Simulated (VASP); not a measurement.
Input of a VASP 6.6.1 run:

File INCAR:

```
SYSTEM = BP
PREC = Accurate
ENCUT = 520
EDIFF = 1E-8
ISMEAR = 0
SIGMA = 0.01
LREAL = .False.
LASPH = .True.
NELM = 80
ALGO = Normal
ISIF = 2
LWAVE = .False.
LCHARG = .False.
METAGGA = R2SCAN
LMIXTAU = .True.
LCALCEPS = .True.
```

The input KPOINTS:

```
Automatic mesh
0
Gamma
  8 8 8
  0 0 0
```

The input POSCAR:

```
BP
1.0
    0.0000000000      2.2683156689      2.2002661989
    2.2683156689      0.0000000000      2.2002661989
    2.2683156689      2.2683156689      0.0000000000
B P
1 1
Direct
    0.0000000000      0.0000000000      0.0000000000
    0.2500000000      0.2500000000      0.2500000000
```

Potentials or basis: VASP PAW PBE potentials, release 64 (B, P).

Command:

```bash
$ cat potpaw_PBE.64/B/POTCAR potpaw_PBE.64/P/POTCAR > POTCAR
$ mpirun -np 1 vasp_std > vasp.out
```

(1) Estimate the electronic dielectric tensor (diagonal).

(2) Estimate the Born charges (mean of the diagonal).

(3) What does it give for the band gap on the k mesh?

## Answers

(1) 8.78, 8.78, 8.36.

(2) B -0.54; P +0.54 e.

(3) 0.95 eV (least direct gap 3.36 eV).

Caveat: the cell differs from its parent crystal (uniaxial z strain -3.0%).
